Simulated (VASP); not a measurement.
# LaTiO3 (Pm-3m) in VASP: notebook

Runs on LaTiO3. Level: LDA+U. Tasks: single point.

All numbers are computed with VASP 6.6.1; they aren't measurements. Logs are shortened: lines on timing, memory, paths and dates and some standing lists are left out, and cuts for length are marked.

**1. The cell of the first run**

Symmetry: Pm-3m, No. 221, cubic system. Conventional cell: a = 3.920 Å, b = 3.920 Å, c = 3.920 Å, α = 90.00°, β = 90.00°, γ = 90.00°. La (site symmetry m-3m) has 12 O at 2.77 Å and 8 Ti at 3.39 Å within 3.7 Å. Within 2.6 Å of Ti (site symmetry m-3m) lie 6 O at 1.96 Å. Within 2.6 Å of O (site symmetry 4/mmm) lie 2 Ti at 1.96 Å.

**2. Single point, LDA+U, collinear spin**

INCAR

```
SYSTEM = LaTiO3
PREC     = Accurate       ! precision mode
ENCUT    = 600            ! plane-wave cutoff, eV
EDIFF    = 1E-6           ! SCF threshold, eV
ISMEAR   = 0              ! smearing method
SIGMA    = 0.05           ! smearing width, eV
LREAL    = .FALSE.        ! projectors in reciprocal space
LASPH    = .TRUE.         ! aspherical terms in the spheres
NELM     = 200            ! most SCF steps
ALGO     = Normal         ! electronic algorithm
ISIF     = 2              ! what is computed and relaxed
LWAVE    = .FALSE.        ! write WAVECAR
LCHARG   = .FALSE.        ! write CHGCAR
ISPIN    = 2              ! spin polarisation
MAGMOM   = 0.06 0.68 0.01 -0.02 0.01 ! initial moments
LORBIT   = 11             ! projections on sites
LMAXMIX  = 6              ! l up to which the mixer works
LDAU     = .TRUE.         ! DFT+U
LDAUTYPE = 2            
LDAUL    = -1 2 -1        ! shell
LDAUU    = 0 5 0          ! U, eV
LDAUJ    = 0 0 0        
LDAUPRINT= 1            
GGA      = CA             ! functional
NBANDS   = 32             ! bands
GGA_COMPAT= .FALSE.
```

KPOINTS

```
Automatic mesh
0
G
  5 5 5
  0 0 0
```

POSCAR

```
LaTiO3
1.0
    3.9200046000      0.0000000000      0.0000000000
    0.0000000000      3.9200046000      0.0000000000
    0.0000000000      0.0000000000      3.9200046000
La Ti O
1 1 3
Direct
    0.0000000000      0.0000000000      0.0000000000
    0.5000000000      0.5000000000      0.5000000000
    0.0000000000      0.5000000000      0.5000000000
    0.5000000000      0.5000000000      0.0000000000
    0.5000000000      0.0000000000      0.5000000000
```

Potentials or basis: VASP PAW LDA potentials, release 64 (La, Ti_sv, O).

On the command line:

```bash
$ cat potpaw_LDA.64/La/POTCAR potpaw_LDA.64/Ti_sv/POTCAR potpaw_LDA.64/O/POTCAR > POTCAR
$ mpirun -np 1 vasp_std > vasp.out
```

OUTCAR:

```text
SYSTEM = LaTiO3
   PREC = Accurate
   ENCUT = 600
   EDIFF = 1E-6
   ISMEAR = 0
   LREAL = .FALSE.
   LASPH = .TRUE.
   NELM = 200
   ISIF = 2
   ISPIN = 2
   LORBIT = 11
   GGA = CA

 ion  position               nearest neighbor table
   1  0.000  0.000  0.000-   3 2.77   4 2.77   5 2.77   3 2.77   5 2.77   3 2.77   4 2.77   3 2.77
                             4 2.77   5 2.77   5 2.77   4 2.77
   2  0.500  0.500  0.500-   3 1.96   4 1.96   5 1.96   4 1.96   5 1.96   3 1.96
   3  0.000  0.500  0.500-   2 1.96   2 1.96   1 2.77   1 2.77   1 2.77   1 2.77
   4  0.500  0.500  0.000-   2 1.96   2 1.96   1 2.77   1 2.77   1 2.77   1 2.77
   5  0.500  0.000  0.500-   2 1.96   2 1.96   1 2.77   1 2.77   1 2.77   1 2.77

  LATTYP: Found a simple cubic cell.
 ALAT       =     3.9200046000

  Lattice vectors:

 A1 = (   3.9200046000,   0.0000000000,   0.0000000000)
 A2 = (   0.0000000000,   3.9200046000,   0.0000000000)
 A3 = (   0.0000000000,   0.0000000000,   3.9200046000)

Analysis of symmetry for initial positions (statically):
=====================================================================
 Subroutine PRICEL returns:
 Original cell was already a primitive cell.

 Routine SETGRP: Setting up the symmetry group for a
 simple cubic supercell.

 Subroutine GETGRP returns: Found 48 space group operations
 (whereof 48 operations were pure point group operations)
 out of a pool of 48 trial point group operations.

The static configuration has the point symmetry O_h .

Analysis of symmetry for dynamics (positions and initial velocities):
=====================================================================
 Subroutine PRICEL returns:
 Original cell was already a primitive cell.

 Routine SETGRP: Setting up the symmetry group for a
 simple cubic supercell.

 Subroutine GETGRP returns: Found 48 space group operations
 (whereof 48 operations were pure point group operations)
 out of a pool of 48 trial point group operations.

The dynamic configuration has the point symmetry O_h .

Analysis of structural, dynamic, and magnetic symmetry:
=====================================================================
 Subroutine PRICEL returns:
 Original cell was already a primitive cell.

 Routine SETGRP: Setting up the symmetry group for a
[... 180 lines left out ...]
  o =  0.2440  v =  0.0000  0.0000  0.0000  0.0000  0.0000  0.0000 -0.7995  0.0000 -0.6006 -0.0000      0.0000  0.0000  0.0000  0.0000  0.0000  0.0000  0.0000  0.0000  0.0000  0.0000
  o =  0.2440  v =  0.0000  0.0000  0.0000  0.0000  0.0000  0.0000  0.6006 -0.0000 -0.7995 -0.0000      0.0000  0.0000  0.0000  0.0000  0.0000  0.0000  0.0000  0.0000  0.0000  0.0000

 number of electron      40.9999976 magnetization      -0.7290076

 Free energy of the ion-electron system (eV)
  ---------------------------------------------------
  ext. energy  EPLUGINS =         0.00000000
  ---------------------------------------------------
  free energy    TOTEN  =       -44.22625195 eV

  energy without entropy =      -44.22520146  energy(sigma->0) =      -44.22572670

 E-fermi :  10.8893     XC(G=0): -12.1649

 val. band max:       10.8053678075   @ k =   0.0000   0.0000   0.4000
 cond. band min:      10.9034867218   @ k =   0.2000   0.2000   0.2000
 fundamental gap:      0.0981189143
 Fermi energy:        10.8893272194

 spin component 1

 k-point     1 :       0.0000    0.0000    0.0000
  band No.  band energies     occupation
      1     -47.6669      1.00000
      2     -24.3655      1.00000
      3     -24.3655      1.00000
      4     -24.3650      1.00000
      5     -22.9527      1.00000
      6      -9.8393      1.00000
[... 619 lines left out ...]
     31      13.8533      0.00000
     32      13.8535      0.00000
 Fermi energy:        10.8893272194

 spin component 2

 k-point     1 :       0.0000    0.0000    0.0000
  band No.  band energies     occupation
      1     -48.1121      1.00000
      2     -24.7988      1.00000
      3     -24.7988      1.00000
      4     -24.7984      1.00000
      5     -23.0168      1.00000
      6      -9.8542      1.00000
[... 619 lines left out ...]
     31      13.1562      0.00000
     32      13.1569      0.00000

------------------------ aborting loop because EDIFF is reached ----------------------------------------

  FORCE on cell =-STRESS in cart. coord.  units (eV):
  Direction    XX          YY          ZZ          XY          YZ          ZX
  --------------------------------------------------------------------------------------
  -------------------------------------------------------------------------------------
  Total       -0.3256489     -0.3256489     -0.3219533      0.0000000      0.0000000     -0.0000000
  in kB       -8.6616469     -8.6616469     -8.5633517      0.0000000      0.0000000     -0.0000000
  external PRESSURE =      -8.6288818 kB  Pullay stress =       0.0000000 kB

 VOLUME and BASIS-vectors are now :
 -----------------------------------------------------------------------------
  energy-cutoff  :      600.00
  volume of cell :       60.24
      direct lattice vectors                 reciprocal lattice vectors
     3.920004600  0.000000000  0.000000000     0.255101741  0.000000000  0.000000000
     0.000000000  3.920004600  0.000000000     0.000000000  0.255101741  0.000000000
     0.000000000  0.000000000  3.920004600     0.000000000  0.000000000  0.255101741

 POSITION                                       TOTAL-FORCE (eV/Angst)
 -----------------------------------------------------------------------------------
      0.00000      0.00000      0.00000         0.000000      0.000000      0.000000
      1.96000      1.96000      1.96000         0.000000      0.000000      0.000000
      0.00000      1.96000      1.96000         0.000000      0.000000      0.000000
      1.96000      1.96000      0.00000         0.000000      0.000000      0.000000
      1.96000      0.00000      1.96000         0.000000      0.000000      0.000000
 -----------------------------------------------------------------------------------
    total drift:                                0.000000     -0.000000     -0.000000

  FREE ENERGIE OF THE ION-ELECTRON SYSTEM (eV)
  ---------------------------------------------------
  free  energy   TOTEN  =       -44.2262519505 eV

  energy  without entropy=      -44.2252014571  energy(sigma->0) =      -44.22572670

 total charge

# of ion       s       p       d       f       tot
--------------------------------------------------
    1        2.009   5.664   0.529   0.268   8.470
    2        2.230   6.321   1.807   0.000  10.358
    3        1.548   3.488   0.000   0.000   5.036
    4        1.548   3.488   0.000   0.000   5.036
    5        1.548   3.488   0.000   0.000   5.036
--------------------------------------------------
tot          8.883  22.449   2.336   0.268  33.936

 magnetization (x)

# of ion       s       p       d       f       tot
--------------------------------------------------
    1       -0.001   0.001  -0.058  -0.078  -0.137
    2       -0.003  -0.004  -0.480   0.000  -0.486
    3        0.000   0.014   0.000   0.000   0.015
    4        0.000   0.014   0.000   0.000   0.015
    5        0.000   0.014   0.000   0.000   0.015
--------------------------------------------------
tot         -0.003   0.039  -0.538  -0.078  -0.579
```

OSZICAR:

```text
N       E                     dE             d eps       ncg     rms          rms(c)
DAV:   1     0.451120039445E+03    0.45112E+03   -0.19645E+04  2832   0.218E+03
DAV:   2     0.365440366839E+02   -0.41458E+03   -0.36753E+03  2376   0.434E+02
DAV:   3    -0.480944148607E+02   -0.84638E+02   -0.81042E+02  3584   0.172E+02
DAV:   4    -0.533450859807E+02   -0.52507E+01   -0.51729E+01  3648   0.431E+01
DAV:   5    -0.536144499978E+02   -0.26936E+00   -0.26831E+00  3560   0.794E+00    0.231E+01
DAV:   6    -0.440933681541E+02    0.95211E+01   -0.57920E+01  3768   0.580E+01    0.869E+00
DAV:   7    -0.443747469489E+02   -0.28138E+00   -0.14156E+01  4080   0.232E+01    0.675E+00
DAV:   8    -0.442055843689E+02    0.16916E+00   -0.92303E-01  3800   0.745E+00    0.434E+00
DAV:   9    -0.442280880603E+02   -0.22504E-01   -0.49037E-01  3312   0.438E+00    0.153E+00
DAV:  10    -0.442358036765E+02   -0.77156E-02   -0.11795E-01  3904   0.181E+00    0.888E-01
DAV:  11    -0.442254024833E+02    0.10401E-01   -0.47598E-02  3800   0.174E+00    0.455E-01
DAV:  12    -0.442253892211E+02    0.13262E-04   -0.50600E-03  4024   0.469E-01    0.218E-01
DAV:  13    -0.442262642953E+02   -0.87507E-03   -0.23626E-03  3768   0.344E-01    0.980E-02
DAV:  14    -0.442262690503E+02   -0.47550E-05   -0.71469E-04  3560   0.210E-01    0.492E-02
DAV:  15    -0.442262500524E+02    0.18998E-04   -0.83269E-05  3848   0.789E-02    0.169E-02
DAV:  16    -0.442262515677E+02   -0.15153E-05   -0.10911E-05  3904   0.235E-02    0.836E-03
DAV:  17    -0.442262519505E+02   -0.38278E-06   -0.34640E-06  2576   0.125E-02
   1 F= -.44226252E+02 E0= -.44225727E+02  d E =-.105049E-02  mag=    -0.7289
```

stdout:

```text
POSCAR found type information on POSCAR LaTiO
 POSCAR found :  3 types and       5 ions
 scaLAPACK will be used
 LDA part: xc-table for (Slater(with rela. corr.)+CA(PZ))
 , standard interpolation
 POSCAR, INCAR and KPOINTS ok, starting setup
 FFT: planning ... GRIDC
 FFT: planning ... GRID_SOFT
 FFT: planning ... GRID
 WAVECAR not read
 entering main loop
```

It took 79 s on 1 thread of Intel Xeon Platinum 8488C (Sapphire Rapids), shared host; peak memory 0.21 GiB.

Results:

```
Free energy                                           : -44.2263 eV
Pressure                                              : -0.9 GPa
Net moment                                            : -0.73 μB per cell
Site moments                                          : La -0.14; Ti -0.49; O +0.01 μB
Valence electrons inside the program's atomic spheres : La 8.47; Ti 10.36; O 5.04
```

Eigenvalues of the final occupation matrices:
```tsv
site	spin	trace	eigenvalues
site 2 d	1	0.68	0.09 0.09 0.09 0.21 0.21
site 2 d	2	1.16	0.21 0.21 0.24 0.24 0.24
```

Caveat: spin-orbit coupling is left out, which moves the levels of the heavy elements.

**3. Single point, LDA+U, collinear spin**

INCAR

```
PREC = Accurate
ENCUT = 600
EDIFF = 1E-6
ISMEAR = 0
SIGMA = 0.05
LREAL = False
LASPH = True
NELM = 200
ALGO = Normal
ISIF = 2
LWAVE = False
LCHARG = False
ISPIN = 2
MAGMOM = 0.03 0.67 0.01 -0.02 0.01
LORBIT = 11
NUPDOWN = 0.9
LMAXMIX = 6
LDAU = True
LDAUTYPE = 2
LDAUL = -1 2 -1
LDAUU = 0 5 0
LDAUJ = 0 0 0
LDAUPRINT = 1
NBANDS = 32
GGA_COMPAT = False
```

KPOINTS

```
Automatic mesh
0
Gamma
  5 5 5
```

POSCAR is that of step 2.

Potentials or basis: VASP PAW LDA potentials, release 64 (La, Ti_sv, O).

On the command line:

```bash
$ cat potpaw_LDA.64/La/POTCAR potpaw_LDA.64/Ti_sv/POTCAR potpaw_LDA.64/O/POTCAR > POTCAR
$ mpirun -np 1 vasp_std > vasp.out
```

It took 73 s on 1 thread of Intel Xeon Platinum 8488C (Sapphire Rapids), shared host; peak memory 0.22 GiB.

Results (log left out):

```
Free energy                                           : -44.2183 eV
Pressure                                              : -0.4 GPa
Net moment                                            : 0.90 μB per cell
Site moments                                          : La +0.18; Ti +0.59; O -0.02 μB
Valence electrons inside the program's atomic spheres : La 8.47; Ti 10.36; O 5.04
```

Eigenvalues of the final occupation matrices:
```csv
site,spin,trace,eigenvalues
site 2 d,1,1.22,0.21 0.21 0.26 0.26 0.26
site 2 d,2,0.63,0.07 0.07 0.07 0.21 0.21
```

Caveat: spin-orbit coupling is left out, which moves the levels of the heavy elements; the total moment is fixed, so each spin has its own Fermi level.

**4. Single point, LDA+U, collinear spin**

INCAR

```
  ALGO = Normal
  EDIFF = 1E-6
  ENCUT = 600
  GGA_COMPAT = F
  ISIF = 2
  ISMEAR = 0
  ISPIN = 2
  LASPH = T
  LCHARG = T
  LDAU = T
  LDAUJ = 0 0 0
  LDAUL = -1 2 -1
  LDAUPRINT = 1
  LDAUTYPE = 2
  LDAUU = 0 5 0
  LELF = T
  LMAXMIX = 6
  LORBIT = 11
  LREAL = F
  LVHAR = T
  LWAVE = F
  MAGMOM = 0.08 0.7 0.04 -0.02 0.04
  NBANDS = 32
  NELM = 200
  NUPDOWN = 1.1
  PREC = Accurate
  SIGMA = 0.05
```

KPOINTS

```
k-points
0
Gamma
  5 5 5
```

POSCAR is that of step 3.

On the command line:

```bash
$ cat potpaw_LDA.64/La/POTCAR potpaw_LDA.64/Ti_sv/POTCAR potpaw_LDA.64/O/POTCAR > POTCAR
$ mpirun -np 1 vasp_std > vasp.out
```

Run time: 86 s. Hardware: 1 thread of Intel Xeon Platinum 8488C (Sapphire Rapids), shared host; peak memory 0.21 GiB.

The run converged. Its results:

* Free energy: -44.0034 eV
* Pressure: 0.3 GPa
* Net moment: 1.10 μB per cell
* Site moments: La +0.22; Ti +0.67; O -0.01 μB
* Valence electrons inside the program's atomic spheres: La 8.47; Ti 10.37; O 5.04

Stress tensor (GPa, compression positive):
```
0.34 0.00 0.00
0.00 0.34 0.00
0.00 0.00 0.15
```

Eigenvalues of the final occupation matrices:
```
    site  spin  trace               eigenvalues
site 2 d     1   1.26  0.21 0.21 0.27 0.27 0.30
site 2 d     2   0.60  0.06 0.06 0.06 0.20 0.20
```

Caveat: spin-orbit coupling is left out, which moves the levels of the heavy elements; the total moment is fixed, so each spin has its own Fermi level.

**5. Summary**

| fixed moment (μB) | pressure (GPa) | moment (μB) |
| --- | --- | --- |
| - | -0.9 | 0.73 |
| 0.9 | -0.4 | 0.90 |
| 1.1 | 0.3 | 1.10 |

Alike in all rows: task single point; level LDA+U; potentials or basis VASP PAW LDA potentials, release 64 (La, Ti_sv, O); spin collinear; Ti d U = 5.0 eV; cell as given; k mesh 5 × 5 × 5; cutoff (eV) 600; smearing gaussian 0.05 eV.

Caveats: spin-orbit coupling is left out, which moves the levels of the heavy elements; the total moment is fixed, so each spin has its own Fermi level (at least some runs).

Total energies depend on the potentials used, so only differences within one code and one set of settings carry meaning.
